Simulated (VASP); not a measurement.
Write the native input for VASP 6.6.1 that does the following.

| Item | Value |
| --- | --- |
| Task | relaxation of the atoms |
| Functional | PBE |
| Dispersion | D3(BJ) |
| Potentials or basis | VASP PAW PBE potentials, release 64 (S, Hf_pv) |
| Cutoff | 450 eV |
| k mesh | 9 × 9 × 1 |
| Occupations | gaussian, width 0.02 eV |
| Spin | no spin polarisation |
| Dipole correction | yes |
| Further INCAR settings | ALGO = Normal; EDIFF = 1e-07; NELMDL = -8; IBRION = 2; EDIFFG = -0.01; NSW = 60 |

The structure of HfS2 lies in POSCAR:

```
HfS2
1.0
    3.7630642059      0.0000000000      0.0000000000
   -1.8815321029      3.2589091984      0.0000000000
    0.0000000000      0.0000000000     31.8244159702
S Hf
2 1
Direct
    0.6666666667      0.3333333333      0.4542712592
    0.3333333333      0.6666666667      0.5457287408
    0.0000000000      0.0000000000      0.5000000000
```

This cell differs from its parent crystal: biaxial strain +0.040.

The input as run:

INCAR

```
PREC = Accurate
ENCUT = 450
EDIFF = 1E-7
ISMEAR = 0
SIGMA = 0.02
LREAL = F
LASPH = T
NELM = 120
ALGO = Normal
ISIF = 2
LWAVE = F
LCHARG = F
LDIPOL = T
IDIPOL = 3
DIPOL = 0.5 0.5 0.500
GGA = PE
IVDW = 12
IBRION = 2
NSW = 60
EDIFFG = -0.01
GGA_COMPAT = F
NELMIN = 4
NELMDL = -8
```

KPOINTS

```
regular mesh
0
Gamma
  9 9 1
```

Potentials or basis: VASP PAW PBE potentials, release 64 (S, Hf_pv).

Launch:

```bash
$ cat potpaw_PBE.64/S/POTCAR potpaw_PBE.64/Hf_pv/POTCAR > POTCAR
$ mpirun -np 1 vasp_std > vasp.out
```

It gave:

The energy gained by relaxing is 18.4 meV/atom, the ionic steps are 3 and the largest force after relaxing is 0.007 eV/Å. The band gap on the k mesh is 1.69 eV (least direct gap 2.13 eV) and the dispersion energy per atom is -0.212 eV.

Caveat: the cell differs from its parent crystal (biaxial strain +0.040); spin-orbit coupling is left out, which moves the levels of the heavy elements.

Wall time 6.7 min on 1 thread of Oxide Virtual Turin-like Processor, with other jobs on the host, peak memory 0.45 GiB.
